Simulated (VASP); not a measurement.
# InSe2 (P4/nmm) in VASP: a series of runs

InSe2 is run at these levels: PBEsol; tasks: single point.

Program: VASP 6.6.1. These are calculated values, not measurements. Logs are shortened: lines on timing, memory, paths and dates and some standing lists are left out, and cuts for length are marked.

### 1 The cell of the first run

Symmetry: P4/nmm, No. 129, tetragonal system. Conventional cell: a = 3.833 Å, b = 3.833 Å, c = 9.341 Å, α = 90.00°, β = 90.00°, γ = 90.00°. Within 3.9 Å of In (site symmetry 4mm) lie 9 Se at 2.79 to 3.36 Å and 4 In at 3.83 Å. Within 4.0 Å of Se (site symmetry 4mm) lie 5 In at 2.79 to 3.16 Å and 12 Se at 3.68 to 3.93 Å. Within 3.6 Å of Se (site symmetry -4m2) lie 4 Se at 2.71 Å and 4 In at 3.36 Å.

### 2 Single point, PBEsol

The input, INCAR:

```
ALGO     = Normal         # electronic algorithm
EDIFF    = 1E-6           # SCF threshold, eV
ENCUT    = 520            # plane-wave cutoff, eV
GGA      = PS             # functional
ISIF     = 2              # what is computed and relaxed
ISMEAR   = 0              # smearing method
LASPH    = T              # aspherical terms in the spheres
LCHARG   = T              # write CHGCAR
LELF     = T              # ELF
LREAL    = F              # projectors in reciprocal space
LVHAR    = T            
LWAVE    = F              # write WAVECAR
NBANDS   = 34             # bands
NELM     = 100            # most SCF steps
PREC     = Accurate       # precision mode
SIGMA    = 0.15           # smearing width, eV
```

The input, KPOINTS:

```
k-points
0
Gamma
  12 12 6
```

The input, POSCAR:

```
InSe2
1.0
    3.8327851473      0.0000000000      0.0000000000
    0.0000000000      3.8327851473      0.0000000000
    0.0000000000      0.0000000000      9.3405131992
In Se
2 4
Direct
    0.0000000000      0.5000000000      0.7051148767
    0.5000000000      0.0000000000      0.2948851233
    0.0000000000      0.5000000000      0.3669879178
    0.5000000000      0.0000000000      0.6330120822
    0.0000000000      0.0000000000      0.0000000000
    0.5000000000      0.5000000000      0.0000000000
```

Potentials or basis: VASP PAW PBE potentials, release 64 (In_d, Se).

The run is started by

```sh
cat potpaw_PBE.64/In_d/POTCAR potpaw_PBE.64/Se/POTCAR > POTCAR
mpirun -np 1 vasp_std > vasp.out
```

OUTCAR:

```text
EDIFF = 1E-6
   ENCUT = 520
   GGA = PS
   ISIF = 2
   ISMEAR = 0
   LASPH = T
   LREAL = F
   NELM = 100
   PREC = Accurate

 ion  position               nearest neighbor table
   1  0.000  0.500  0.705-   4 2.79   4 2.79   4 2.79   4 2.79   3 3.16   5 3.36   6 3.36   6 3.36
                             5 3.36
   2  0.500  0.000  0.295-   3 2.79   3 2.79   3 2.79   3 2.79   4 3.16   6 3.36   6 3.36   5 3.36
                             5 3.36
   3  0.000  0.500  0.367-   2 2.79   2 2.79   2 2.79   2 2.79   1 3.16
   4  0.500  0.000  0.633-   1 2.79   1 2.79   1 2.79   1 2.79   2 3.16
   5  0.000  0.000  0.000-   6 2.71   6 2.71   6 2.71   6 2.71   2 3.36   2 3.36   1 3.36   1 3.36

   6  0.500  0.500  0.000-   5 2.71   5 2.71   5 2.71   5 2.71   2 3.36   1 3.36   1 3.36   2 3.36

  LATTYP: Found a simple tetragonal cell.
 ALAT       =     3.8327851473
 C/A-ratio  =     2.4370041211

  Lattice vectors:

 A1 = (   3.8327851473,   0.0000000000,   0.0000000000)
 A2 = (   0.0000000000,   3.8327851473,   0.0000000000)
 A3 = (   0.0000000000,   0.0000000000,   9.3405131992)

Analysis of symmetry for initial positions (statically):
=====================================================================
 Subroutine PRICEL returns:
 Original cell was already a primitive cell.

 Routine SETGRP: Setting up the symmetry group for a
 simple tetragonal supercell.

 Subroutine GETGRP returns: Found 16 space group operations
 (whereof  8 operations were pure point group operations)
 out of a pool of 16 trial point group operations.

The static configuration has the point symmetry D_2d.
 The point group associated with its full space group is D_4h.

Analysis of symmetry for dynamics (positions and initial velocities):
=====================================================================
 Subroutine PRICEL returns:
 Original cell was already a primitive cell.

 Routine SETGRP: Setting up the symmetry group for a
 simple tetragonal supercell.

 Subroutine GETGRP returns: Found 16 space group operations
 (whereof  8 operations were pure point group operations)
 out of a pool of 16 trial point group operations.

The dynamic configuration has the point symmetry D_2d.
 The point group associated with its full space group is D_4h.

 Subroutine INISYM returns: Found 16 space group operations
 (whereof  8 operations are pure point group operations),
 and found     1 'primitive' translations

[... 103 lines left out ...]
   LREAL  =      F    real-space projection
   EDIFFG = 0.1E-04   stopping-criterion for IOM
   NSW    =      0    number of steps for IOM
   IBRION =     -1    ionic relax: 0-MD 1-quasi-New 2-CG
   NFREE  =      0    steps in history (QN), initial steepest desc. (CG)
   ISIF   =      2    stress and relaxation
   ISYM   =      2    0-nonsym 1-usesym 2-fastsym
   POTIM  = 0.5000    time-step for ionic-motion
   TEBEG  =    0.0;   TEEND  =   0.0 temperature during run
   PSTRESS=    0.0 pullay stress
   NELECT =      50.0000    total number of electrons
   NUPDOWN=      -1.0000    fix difference up-down
   EMIN   =  10.00;   EMAX   =-10.00  energy-range for DOS
   EFERMI =   0.00;   METHOD = LEGACY
   ISMEAR =     0;   SIGMA  =   0.15  broadening in eV -4-tet -1-fermi 0-gaus
   EFERMI_NEDOS =   21; number of points for ismear=-14 and -15
   IALGO  =     38    algorithm
   IMIX   =      4    mixing-type and parameters
     AMIX     =   0.40;   BMIX     =  1.00
     AMIX_MAG =   1.60;   BMIX_MAG =  1.00
  volume/ion in A,a.u.               =      22.87       154.33
  Fermi-wavevector in a.u.,A,eV,Ry     =   1.169315  2.209685 18.603220  1.367298
  Thomas-Fermi vector in A             =   2.305790
   LORBIT       =      0    0 simple, 1 ext, 2 COOP (PROOUT), +10 PAW based schemes
   GGA     = PS    functional components
   LHFCALC =     F    Hartree Fock is set to
   AEXX    =    0.0000 exact exchange contribution
   IVDW    =     0    specifies the selected vdW correction
   LEPSILON=     F    determine dielectric tensor
   LRPA    =     F    only Hartree local field effects (RPA)
 non-spin polarized calculation
 Gauss-broadening in eV      SIGMA  =   0.15
  energy-cutoff  :      520.00
  volume of cell :      137.21
 maximum number of plane-waves:      3724
 NGX is ok and might be reduce to    30
   NGX = 15   NGY = 15   NGZ = 35

 number of electron      49.9999984 magnetization

 Free energy of the ion-electron system (eV)
  ---------------------------------------------------
  ext. energy  EPLUGINS =         0.00000000
  ---------------------------------------------------
  free energy    TOTEN  =       -22.76436670 eV

  energy without entropy =      -22.74885748  energy(sigma->0) =      -22.75661209

 E-fermi :   5.5218     XC(G=0): -10.3358

 val. band max:        5.4999465610   @ k =   0.4167   0.2500   0.0000
 cond. band min:       5.5248926629   @ k =   0.4167   0.2500   0.1667
 fundamental gap:      0.0249461018
 Fermi energy:         5.5217722408

 k-point     1 :       0.0000    0.0000    0.0000
  band No.  band energies     occupation
      1      -9.8911      2.00000
      2      -9.0896      2.00000
      3      -9.0249      2.00000
      4      -8.8258      2.00000
      5      -8.8208      2.00000
      6      -8.7678      2.00000
[... 877 lines left out ...]
     33      11.8226      0.00000
     34      12.6402      0.00000

 [... further k-points ...]

------------------------ aborting loop because EDIFF is reached ----------------------------------------

  FORCE on cell =-STRESS in cart. coord.  units (eV):
  Direction    XX          YY          ZZ          XY          YZ          ZX
  --------------------------------------------------------------------------------------
  -------------------------------------------------------------------------------------
  Total       -0.1160674     -0.1160674      0.0961872      0.0000000      0.0000000      0.0000000
  in kB       -1.3552560     -1.3552560      1.1231251      0.0000000      0.0000000      0.0000000
  external PRESSURE =      -0.5291290 kB  Pullay stress =       0.0000000 kB

 VOLUME and BASIS-vectors are now :
 -----------------------------------------------------------------------------
  energy-cutoff  :      520.00
  volume of cell :      137.21
      direct lattice vectors                 reciprocal lattice vectors
     3.832785147  0.000000000  0.000000000     0.260906876  0.000000000  0.000000000
     0.000000000  3.832785147  0.000000000     0.000000000  0.260906876  0.000000000
     0.000000000  0.000000000  9.340513199     0.000000000  0.000000000  0.107060499

 POSITION                                       TOTAL-FORCE (eV/Angst)
 -----------------------------------------------------------------------------------
      0.00000      1.91639      6.58613         0.000000      0.000000     -0.014788
      1.91639      0.00000      2.75438        -0.000000     -0.000000      0.014788
      0.00000      1.91639      3.42786         0.000000      0.000000     -0.014300
      1.91639      0.00000      5.91266        -0.000000      0.000000      0.014300
      0.00000      0.00000      0.00000         0.000000      0.000000      0.000000
      1.91639      1.91639      0.00000         0.000000     -0.000000      0.000000
 -----------------------------------------------------------------------------------
    total drift:                                0.000000      0.000000      0.000000

  FREE ENERGIE OF THE ION-ELECTRON SYSTEM (eV)
  ---------------------------------------------------
  free  energy   TOTEN  =       -22.7643667042 eV

  energy  without entropy=      -22.7488574814  energy(sigma->0) =      -22.75661209
```

stdout:

```text
POSCAR found type information on POSCAR InSe
 POSCAR found :  2 types and       6 ions
 scaLAPACK will be used
 -----------------------------------------------------------------------------
|                                                                             |
|                                                                             |
|     You enforced a specific xc type in the INCAR file but a different       |
|     I HOPE YOU KNOW WHAT YOU ARE DOING!                                     |
|                                                                             |
 -----------------------------------------------------------------------------

 LDA part: xc-table for (Slater+PW92), standard interpolation
 POSCAR, INCAR and KPOINTS ok, starting setup
 FFT: planning ... GRIDC
 FFT: planning ... GRID_SOFT
 FFT: planning ... GRID
 WAVECAR not read
 entering main loop
```

It took 4.1 min on 1 thread of Intel Xeon 6975P-C (Granite Rapids), shared host; peak memory 0.53 GiB.

Results:

```yaml
Free_energy: -22.7644 eV
Pressure: -0.1 GPa
Largest_force: 0.015 eV/Å
Band_gap_on_the_k_mesh: zero (bands 25 and 26 overlap by 2.24 eV)
```

Forces on the atoms (eV/Å):
```
In   0.000  0.000 -0.015
In   0.000  0.000  0.015
Se   0.000  0.000 -0.014
Se   0.000  0.000  0.014
Se   0.000  0.000  0.000
Se   0.000  0.000  0.000
```

Stress tensor (GPa, compression positive):
```
-0.14  0.00  0.00
 0.00 -0.14  0.00
 0.00  0.00  0.11
```

Levels at points of the mesh, in eV from the Fermi level:
```
           k point  band 22  band 23  band 24  band 25  band 26  band 27  band 28  band 29
(0.00, 0.00, 0.00)    -1.85    -1.68    -1.68     0.29     0.77     3.10     3.10     3.31
(0.50, 0.00, 0.00)    -1.91    -1.24    -1.24    -0.88    -0.88     2.01     2.01     3.19
(0.50, 0.50, 0.00)    -3.67    -1.49    -1.49    -0.93    -0.93     2.70     2.70     3.95
(0.00, 0.00, 0.50)    -1.60    -1.60    -0.84     0.29     0.85     2.11     3.10     3.10
(0.50, 0.00, 0.50)    -1.58    -0.90    -0.90    -0.84    -0.84     1.31     1.31     3.73
(0.50, 0.50, 0.50)    -3.46    -1.80    -1.80    -1.43    -1.43     3.74     3.74     4.88
```

Caveat: the PAW data sets were made with another functional, which shifts forces and pressure a little; spin-orbit coupling is left out, which moves the levels of the heavy elements.

### 3 Single point, PBEsol

The input, INCAR:

```
PREC = Accurate
ENCUT = 520
EDIFF = 1E-7
ISMEAR = 0
SIGMA = 0.1
LREAL = False
LASPH = True
NELM = 100
ALGO = Normal
ISIF = 2
LWAVE = False
LCHARG = False
GGA = PS
NBANDS = 34
```

The input, KPOINTS:

```
regular mesh
0
Gamma
  10 10 4
```

POSCAR is that of step 2.

Potentials or basis: VASP PAW PBE potentials, release 64 (In_d, Se).

The run is started by

```sh
cat potpaw_PBE.64/In_d/POTCAR potpaw_PBE.64/Se/POTCAR > POTCAR
mpirun -np 1 vasp_std > vasp.out
```

It took 2.5 min on 1 thread of Intel Xeon 6975P-C (Granite Rapids), shared host; peak memory 0.4 GiB.

It converged, with:

```
Free energy            : -22.7358 eV
Pressure               : 0.1 GPa
Band gap on the k mesh : zero (bands 25 and 26 overlap by 2.35 eV)
```

Levels at points of the mesh, in eV from the Fermi level:
| k point | band 22 | band 23 | band 24 | band 25 | band 26 | band 27 | band 28 | band 29 |
| --- | --- | --- | --- | --- | --- | --- | --- | --- |
| (0.00, 0.00, 0.00) | -1.96 | -1.79 | -1.79 | 0.21 | 0.66 | 3.01 | 3.01 | 3.21 |
| (0.50, 0.00, 0.00) | -2.00 | -1.33 | -1.33 | -0.99 | -0.99 | 1.90 | 1.90 | 3.08 |
| (0.50, 0.50, 0.00) | -3.78 | -1.58 | -1.58 | -1.03 | -1.03 | 2.60 | 2.60 | 3.85 |
| (0.00, 0.00, 0.50) | -1.71 | -1.71 | -0.94 | 0.20 | 0.75 | 2.00 | 3.01 | 3.01 |
| (0.50, 0.00, 0.50) | -1.67 | -1.01 | -1.01 | -0.94 | -0.94 | 1.21 | 1.21 | 3.62 |
| (0.50, 0.50, 0.50) | -3.57 | -1.89 | -1.89 | -1.54 | -1.54 | 3.63 | 3.63 | 4.79 |

Caveat: the PAW data sets were made with another functional, which shifts forces and pressure a little; spin-orbit coupling is left out, which moves the levels of the heavy elements.

The gap in the log of VASP goes by the Fermi energy; the results here count the filled bands.